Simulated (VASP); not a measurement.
# Al18W in VASP: further runs

The runs below take Al18W through single point, with PBE+D3(BJ).

All numbers are computed with VASP 6.6.1; they aren't measurements. Logs are shortened: lines on timing, memory, paths and dates and some standing lists are left out, and cuts for length are marked.

**1. The cell of the first run**

The cell holds a slab with vacuum, 19 atoms: a = 5.728 Å, b = 8.591 Å, c = 17.677 Å, α = 90.00°, β = 90.00°, γ = 60.00°.

**2. Single point, PBE+D3(BJ)**

INCAR

```
ALGO     = Normal         # electronic algorithm
EDIFF    = 1E-6           # SCF threshold, eV
ENCUT    = 520            # plane-wave cutoff, eV
GGA      = PE             # functional
ISIF     = 2              # what is computed and relaxed
ISMEAR   = 0              # smearing method
IVDW     = 12             # dispersion correction
LASPH    = T              # aspherical terms in the spheres
LCHARG   = F              # write CHGCAR
LREAL    = Auto         
LWAVE    = F              # write WAVECAR
NBANDS   = 49             # bands
NELM     = 80             # most SCF steps
PREC     = Accurate       # precision mode
SIGMA    = 0.1            # smearing width, eV
```

KPOINTS

```
k-points
0
Gamma
  4 3 1
```

POSCAR

```
Al18W
1.0
    5.7275650000      0.0000000000      0.0000000000
    4.2956740000      7.4403250000      0.0000000000
    0.0000000000      0.0000000000     17.6765370000
Al W
18 1
Direct
    0.1666665958      0.1111111410      0.0565721668
    0.6666666831      0.1111111410      0.0565721668
    0.1666665712      0.4444444295      0.0565721668
    0.6666666585      0.4444444295      0.0565721668
    0.1666666204      0.7777778524      0.0565721668
    0.6666665331      0.7777778524      0.0565721668
   -0.1749136122      0.2190487647      0.1900234758
    0.3237310806      0.2228221213      0.1908303080
   -0.1744338667      0.5589789425      0.1837661415
    0.3256673356      0.5552437562      0.1872529105
   -0.1611159091      0.8873051916      0.1878494640
    0.3302590039      0.8926217605      0.1894762532
    0.0608286174      0.0304618414      0.3413907373
    0.5795245523     -0.0221673112      0.3211312261
   -0.0682303005      0.3711176595      0.3104148737
    0.4906360788      0.3322139826      0.3229534156
    0.0116073205      0.6567684879      0.3198636701
    0.4733484042      0.6822517834      0.3148809068
    0.2645398585      1.2113020601      0.4091170120
```

Potentials or basis: VASP PAW PBE potentials, release 64 (Al, W_sv).

Run with:

```bash
$ cat potpaw_PBE.64/Al/POTCAR potpaw_PBE.64/W_sv/POTCAR > POTCAR
$ mpirun -np 1 vasp_std > vasp.out
```

OUTCAR:

```text
EDIFF = 1E-6
   ENCUT = 520
   GGA = PE
   ISIF = 2
   ISMEAR = 0
   IVDW = 12
   LASPH = T
   LREAL = Auto
   NELM = 80
   PREC = Accurate
 IVDW          = 12

 ion  position               nearest neighbor table
   1  0.167  0.111  0.057-  12 2.86   2 2.86   3 2.86   4 2.86   6 2.86   5 2.86   2 2.86   8 2.87
                             7 2.90
   2  0.667  0.111  0.057-   7 2.84  11 2.86   1 2.86   4 2.86   5 2.86   3 2.86   6 2.86   1 2.86
                             8 2.92
   3  0.167  0.444  0.057-   9 2.81  10 2.82   4 2.86   1 2.86   2 2.86   6 2.86   4 2.86   5 2.86
                             8 2.89
   4  0.667  0.444  0.057-   9 2.78  10 2.86   3 2.86   2 2.86   1 2.86   6 2.86   5 2.86   3 2.86
                             7 2.89
   5  0.167  0.778  0.057-  11 2.83  10 2.84   6 2.86   2 2.86   1 2.86   4 2.86   6 2.86   3 2.86
                            12 2.88
   6  0.667  0.778  0.057-   9 2.78  11 2.86   5 2.86   1 2.86   2 2.86   4 2.86   3 2.86   5 2.86
                            12 2.88
   7  0.825  0.219  0.190-  15 2.72  11 2.81   2 2.84  12 2.85   8 2.86   8 2.87  10 2.87  16 2.88
                             4 2.89   1 2.90   9 2.92  13 3.07
   8  0.324  0.223  0.191-  12 2.82  16 2.85   7 2.86  10 2.86   1 2.87   7 2.87   9 2.87  15 2.88
                             3 2.89  11 2.92   2 2.92  14 2.97
   9  0.826  0.559  0.184-  15 2.65   6 2.78   4 2.78   3 2.81  10 2.85  12 2.85  11 2.86   8 2.87
                            10 2.88  18 2.90  17 2.92   7 2.92
  10  0.326  0.555  0.187-  18 2.81  17 2.81   3 2.82  11 2.82   5 2.84   9 2.85   8 2.86   4 2.86
                             7 2.87   9 2.88  12 2.91  16 2.92
  11  0.839  0.887  0.188-  14 2.68   7 2.81  10 2.82   5 2.83  12 2.84   2 2.86   6 2.86   9 2.86
                            12 2.89  17 2.90   8 2.92
  12  0.330  0.893  0.189-  18 2.71   8 2.82  11 2.84   7 2.85   9 2.85   1 2.86   5 2.88   6 2.88
                            11 2.89  10 2.91  14 3.01  13 3.03
  13  0.061  0.030  0.341-  19 2.65  15 2.69  18 2.77  14 2.80  16 3.00  12 3.03  14 3.03   7 3.07

  14  0.580  0.978  0.321-  19 2.47  17 2.63  11 2.68  13 2.80  16 2.82  18 2.89   8 2.97  12 3.01
                            13 3.03
  15  0.932  0.371  0.310-  19 2.44   9 2.65  18 2.65  13 2.69  17 2.72  16 2.72   7 2.72   8 2.88
                            16 3.06
  16  0.491  0.332  0.323-  19 2.53  15 2.72  17 2.77  14 2.82   8 2.85   7 2.88  10 2.92  18 2.96
                            13 3.00  15 3.06
  17  0.012  0.657  0.320-  14 2.63  15 2.72  18 2.76  16 2.77  10 2.81  11 2.90   9 2.92  18 2.98

  18  0.473  0.682  0.315-  15 2.65  12 2.71  17 2.76  13 2.77  10 2.81  14 2.89   9 2.90  16 2.96
                            17 2.98
  19  0.265  0.211  0.409-  15 2.44  14 2.47  16 2.53  13 2.65

  LATTYP: Found a simple monoclinic cell.
 ALAT       =     5.7275650000
 B/A-ratio  =     3.0862219809
 C/A-ratio  =     1.3228756151
 COS(beta)  =    -0.1889822093

  Lattice vectors:

 A1 = (   5.7275650000,   0.0000000000,   0.0000000000)
 A2 = (   0.0000000000,   0.0000000000, -17.6765370000)
 A3 = (  -1.4318910000,   7.4403250000,   0.0000000000)

Analysis of symmetry for initial positions (statically):
=====================================================================
 Subroutine PRICEL returns:
 Original cell was already a primitive cell.

 Routine SETGRP: Setting up the symmetry group for a
 simple monoclinic supercell.

 Subroutine GETGRP returns: Found  1 space group operations
 (whereof  1 operations were pure point group operations)
 out of a pool of  4 trial point group operations.

The static configuration has the point symmetry C_1 .

Analysis of symmetry for dynamics (positions and initial velocities):
=====================================================================
 Subroutine PRICEL returns:
 Original cell was already a primitive cell.

 Routine SETGRP: Setting up the symmetry group for a
 simple monoclinic supercell.

 Subroutine GETGRP returns: Found  1 space group operations
 (whereof  1 operations were pure point group operations)
 out of a pool of  4 trial point group operations.

The dynamic configuration has the point symmetry C_1 .

 Subroutine INISYM returns: Found  1 space group operations
 (whereof  1 operations are pure point group operations),
 and found     1 'primitive' translations

----------------------------------------------------------------------------------------

                                     Primitive cell

  volume of cell :     753.2847

  direct lattice vectors                    reciprocal lattice vectors
     5.727565000  0.000000000  0.000000000     0.174594265 -0.100802054  0.000000000
     4.295674000  7.440325000  0.000000000     0.000000000  0.134402731  0.000000000
     0.000000000  0.000000000 17.676537000     0.000000000  0.000000000  0.056572167

  length of vectors
     5.727565000  8.591347462 17.676537000     0.201604096  0.134402731  0.056572167

  position of ions in fractional coordinates (direct lattice)
     0.166666596  0.111111141  0.056572167
     0.666666683  0.111111141  0.056572167
     0.166666571  0.444444430  0.056572167
     0.666666658  0.444444430  0.056572167
     0.166666620  0.777777852  0.056572167
     0.666666533  0.777777852  0.056572167
[... 11 lines left out ...]
     0.473348404  0.682251783  0.314880907
     0.264539859  0.211302060  0.409117012

  ion indices of the primitive-cell ions
   primitive index   ion index
                 1           1
                 2           2
                 3           3
                 4           4
                 5           5
                 6           6
[... 11 lines left out ...]
                18          18
                19          19

----------------------------------------------------------------------------------------

 KPOINTS: k-points

Automatic generation of k-mesh.
 Grid dimensions read from file:
 generate k-points for:    4    3    1

 Generating k-lattice:

  Cartesian coordinates                     Fractional coordinates (reciprocal lattice)
     0.043648566 -0.025200514  0.000000000     0.250000000  0.000000000  0.000000000
     0.000000000  0.044800910  0.000000000     0.000000000  0.333333333  0.000000000
     0.000000000  0.000000000  0.056572167     0.000000000  0.000000000  1.000000000

  Length of vectors
     0.050401024  0.044800910  0.056572167

  Shift w.r.t. Gamma in fractional coordinates (k-lattice)
     0.000000000  0.000000000  0.000000000

 Subroutine IBZKPT returns following result:
 ===========================================

 Found      7 irreducible k-points:

 Following reciprocal coordinates:
            Coordinates               Weight
  0.000000  0.000000  0.000000      1.000000
  0.250000 -0.000000  0.000000      2.000000
  0.500000 -0.000000  0.000000      1.000000
  0.000000  0.333333  0.000000      2.000000
  0.250000  0.333333  0.000000      2.000000
  0.500000  0.333333  0.000000      2.000000
 -0.250000  0.333333  0.000000      2.000000
   k-points           NKPTS =      7   k-points in BZ     NKDIM =      7   number of bands    NBANDS=     49
   number of dos      NEDOS =    301   number of ions     NIONS =     19
   total plane-waves  NPLWV = 430080
   dimension x,y,z NGX =    48 NGY =   64 NGZ =  140
   dimension x,y,z NGXF=    96 NGYF=  128 NGZF=  280
   ions per type =              18   1
   NGX,Y,Z   is equivalent  to a cutoff of  13.93, 12.38, 13.17 a.u.
   NGXF,Y,Z  is equivalent  to a cutoff of  27.86, 24.77, 26.33 a.u.
 SYSTEM =  unknown system
   PREC   = accura    normal or accurate (medium, high low for compatibility)
   ISTART =      0    job   : 0-new  1-cont  2-samecut
   ICHARG =      2    charge: 1-file 2-atom 10-const
   ISPIN  =      1    spin polarized calculation?
   LNONCOLLINEAR =      F non collinear calculations
   LSORBIT =      F    spin-orbit coupling
   LASPH  =      T    aspherical Exc in radial PAW
   ENCUT  =  520.0 eV  38.22 Ry    6.18 a.u.  10.65 15.97 32.87*2*pi/ulx,y,z
   NELM   =     80;   NELMIN=  2; NELMDL= -5     # of ELM steps
   EDIFF  = 0.1E-05   stopping-criterion for ELM
   LREAL  =      T    real-space projection
   EDIFFG = 0.1E-04   stopping-criterion for IOM
   NSW    =      0    number of steps for IOM
   IBRION =     -1    ionic relax: 0-MD 1-quasi-New 2-CG
   NFREE  =      0    steps in history (QN), initial steepest desc. (CG)
   ISIF   =      2    stress and relaxation
   ISYM   =      2    0-nonsym 1-usesym 2-fastsym
   POTIM  = 0.5000    time-step for ionic-motion
   TEBEG  =    0.0;   TEEND  =   0.0 temperature during run
   PSTRESS=    0.0 pullay stress
   NELECT =      68.0000    total number of electrons
   NUPDOWN=      -1.0000    fix difference up-down
   EMIN   =  10.00;   EMAX   =-10.00  energy-range for DOS
   EFERMI =   0.00;   METHOD = LEGACY
   ISMEAR =     0;   SIGMA  =   0.10  broadening in eV -4-tet -1-fermi 0-gaus
   EFERMI_NEDOS =   21; number of points for ismear=-14 and -15
   IALGO  =     38    algorithm
   IMIX   =      4    mixing-type and parameters
     AMIX     =   0.40;   BMIX     =  1.00
     AMIX_MAG =   1.60;   BMIX_MAG =  1.00
  volume/ion in A,a.u.               =      39.65       267.55
  Fermi-wavevector in a.u.,A,eV,Ry     =   0.734387  1.387790  7.337945  0.539324
  Thomas-Fermi vector in A             =   1.827327
   LORBIT       =      0    0 simple, 1 ext, 2 COOP (PROOUT), +10 PAW based schemes
   GGA     = PE    functional components
   LHFCALC =     F    Hartree Fock is set to
   AEXX    =    0.0000 exact exchange contribution
   IVDW    =    12    specifies the selected vdW correction
   LEPSILON=     F    determine dielectric tensor
   LRPA    =     F    only Hartree local field effects (RPA)
 non-spin polarized calculation
 Gauss-broadening in eV      SIGMA  =   0.10
  energy-cutoff  :      520.00
  volume of cell :      753.28
 maximum number of plane-waves:     20302
 NGX is ok and might be reduce to    48
   NGX = 21   NGY = 31   NGZ = 65

 number of electron      68.0000003 magnetization

 Free energy of the ion-electron system (eV)
  ---------------------------------------------------
  ext. energy  EPLUGINS =         0.00000000
  ---------------------------------------------------
  free energy    TOTEN  =       -71.78548112 eV

  energy without entropy =      -71.73748787  energy(sigma->0) =      -71.76148450

 E-fermi :   1.1755     XC(G=0):  -5.4142

 val. band max:        1.1562339934   @ k =   0.0000   0.3333   0.0000
 cond. band min:       1.2049232713   @ k =   0.0000   0.0000   0.0000
 fundamental gap:      0.0486892779
 Fermi energy:         1.1755057012

 k-point     1 :       0.0000    0.0000    0.0000
  band No.  band energies     occupation
      1     -72.1763      2.00000
      2     -36.5818      2.00000
      3     -36.4207      2.00000
      4     -36.3605      2.00000
      5      -9.2998      2.00000
      6      -7.6543      2.00000
[... 38 lines left out ...]
     45       2.9328      0.00000
     46       3.0136      0.00000
[... 252 lines left out ...]
      5      -8.4591      2.00000
      6      -8.2484      2.00000
[... 38 lines left out ...]
     45       3.3329      0.00000
     46       3.4864      0.00000
 [bands above 46 left out]

------------------------ aborting loop because EDIFF is reached ----------------------------------------

 Edisp (eV)   -4.60554

 E8    (eV) :    -2.1589

  FORCE on cell =-STRESS in cart. coord.  units (eV):
  Direction    XX          YY          ZZ          XY          YZ          ZX
  --------------------------------------------------------------------------------------
  -------------------------------------------------------------------------------------
  Total      -9.82569    -9.47633    -0.12919    -2.07936    -0.01995    -0.01641
  in kB     -20.89847   -20.15540    -0.27477    -4.42264    -0.04243    -0.03491
  external pressure =      -13.78 kB  Pullay stress =        0.00 kB

 VOLUME and BASIS-vectors are now :
 -----------------------------------------------------------------------------
  energy-cutoff  :      520.00
  volume of cell :      753.28
      direct lattice vectors                 reciprocal lattice vectors
     5.727565000  0.000000000  0.000000000     0.174594265 -0.100802054  0.000000000
     4.295674000  7.440325000  0.000000000     0.000000000  0.134402731  0.000000000
     0.000000000  0.000000000 17.676537000     0.000000000  0.000000000  0.056572167

 POSITION                                       TOTAL-FORCE (eV/Angst)
 -----------------------------------------------------------------------------------
      1.43189      0.82670      1.00000         0.020996     -0.084265     -0.012708
      4.29567      0.82670      1.00000         0.019167      0.032062      0.019271
      2.86378      3.30681      1.00000         0.081247      0.027685     -0.054398
      5.72757      3.30681      1.00000        -0.102524     -0.008701      0.012609
      4.29567      5.78692      1.00000         0.106434     -0.041288      0.066122
      7.15946      5.78692      1.00000        -0.110929      0.080610     -0.029703
[... 11 lines left out ...]
      5.64187      5.07618      5.56600        -0.003775      0.001377     -0.003417
      2.42285      1.57216      7.23177         0.006063     -0.000155     -0.000033
 -----------------------------------------------------------------------------------
    total drift:                               -0.009676      0.008458      0.002529

  FREE ENERGIE OF THE ION-ELECTRON SYSTEM (eV)
  ---------------------------------------------------
  free  energy   TOTEN  =       -76.3910250185 eV

  energy  without entropy=      -76.3430317659  energy(sigma->0) =      -76.36702839
```

Wall time 5.4 min (1 thread of Intel Xeon 6975P-C (Granite Rapids), shared host); peak memory 0.85 GiB.

Results:

* Free energy: -76.3910 eV
* Largest force: 0.140 eV/Å
* Band gap on the k mesh: zero (bands 34 and 35 overlap by 0.28 eV)
* Dispersion energy per atom: -0.242 eV

Forces in eV/Å, atoms in the order of the input:
```
Al   0.021 -0.084 -0.013
Al   0.019  0.032  0.019
Al   0.081  0.028 -0.054
Al  -0.103 -0.009  0.013
Al   0.106 -0.041  0.066
Al  -0.111  0.081 -0.030
Al  -0.004 -0.003 -0.003
Al   0.003  0.001  0.006
Al  -0.004 -0.002 -0.003
Al  -0.001 -0.005  0.001
Al   0.003  0.001  0.000
Al  -0.003  0.001 -0.008
Al   0.014 -0.007 -0.009
Al  -0.006 -0.006  0.006
Al  -0.008 -0.002 -0.004
Al  -0.006  0.010  0.003
Al  -0.006  0.004  0.013
Al  -0.004  0.001 -0.003
W    0.006  0.000  0.000
```

Caveat: spin-orbit coupling is left out, which moves the levels of the heavy elements.

**3. Single point, PBE+D3(BJ)**

INCAR

```
  PREC = Accurate
  ENCUT = 520
  EDIFF = 1E-6
  ISMEAR = 0
  SIGMA = 0.1
  LREAL = Auto
  LASPH = True
  NELM = 80
  ALGO = Normal
  ISIF = 2
  LWAVE = False
  LCHARG = False
  GGA = PE
  IVDW = 12
  NBANDS = 49
```

KPOINTS

```
Automatic mesh
0
Gamma
  4 3 1
```

POSCAR

```
Al18W
1.0
    5.7275650000      0.0000000000      0.0000000000
    4.2956740000      7.4403250000      0.0000000000
    0.0000000000      0.0000000000     17.6765370000
Al W
18 1
Direct
    0.1666665958      0.1111111410      0.0565721668
    0.6666666831      0.1111111410      0.0565721668
    0.1666667458      0.4444444295      0.0565721668
    0.6666666585      0.4444444295      0.0565721668
    0.1666666204      0.7777778524      0.0565721668
    0.6666667077      0.7777778524      0.0565721668
   -0.1682209060      0.2252599181      0.1848457082
    0.3311815899      0.2243203086      0.1866534152
   -0.1609697972      0.5580635255      0.1871269242
    0.3340364475      0.5598724518      0.1882797519
   -0.1660554779      0.8899214752      0.1888393072
    0.3335554144      0.8911632220      0.1891801545
   -0.0137791160      0.0233075840      0.3156819121
    0.5001068776      0.0068136809      0.3184061448
    0.0029463323      0.3402454866      0.3155295067
    0.4926041149      0.3424812760      0.3146552970
    0.0381508973      0.6858963822      0.3267184630
    0.5391141645      0.6691440226      0.3174505844
    1.4787860646      2.1496211523      1.6045939881
```

Potentials or basis: VASP PAW PBE potentials, release 64 (Al, W_sv).

Run with:

```bash
$ cat potpaw_PBE.64/Al/POTCAR potpaw_PBE.64/W_sv/POTCAR > POTCAR
$ mpirun -np 1 vasp_std > vasp.out
```

Wall time 6.8 min (1 thread of Intel Xeon 6975P-C (Granite Rapids), shared host); peak memory 0.85 GiB.

It converged, with:

```yaml
Free_energy: -69.3047 eV
Largest_force: 0.505 eV/Å
Band_gap_on_the_k_mesh: zero (bands 34 and 35 overlap by 0.07 eV)
Dispersion_energy_per_atom: -0.226 eV
```

Forces on the atoms (eV/Å):
```
Al   0.022 -0.044  0.047
Al   0.015 -0.050  0.057
Al   0.027  0.027  0.043
Al  -0.024  0.065  0.036
Al   0.030  0.014  0.095
Al   0.018  0.017  0.098
Al  -0.017  0.038  0.020
Al   0.026 -0.013 -0.041
Al   0.037  0.006 -0.022
Al   0.027  0.012 -0.047
Al   0.036  0.026 -0.039
Al   0.021  0.011 -0.124
Al   0.081 -0.191  0.116
Al   0.016  0.042  0.036
Al   0.061  0.054  0.053
Al   0.106 -0.002  0.115
Al  -0.356 -0.124 -0.336
Al  -0.125  0.115  0.080
W    0.000 -0.002 -0.187
```

Levels at points of the mesh, in eV from the Fermi level:
| k point | band 30 | band 31 | band 32 | band 33 | band 34 | band 35 | band 36 | band 37 |
| --- | --- | --- | --- | --- | --- | --- | --- | --- |
| (0.00, 0.00, 0.00) | -0.45 | -0.39 | -0.29 | -0.17 | -0.12 | -0.06 | -0.05 | 0.01 |
| (0.50, 0.00, 0.00) | -0.85 | -0.77 | -0.02 | -0.01 | 0.00 | 0.01 | 0.03 | 0.04 |

Caveat: spin-orbit coupling is left out, which moves the levels of the heavy elements.
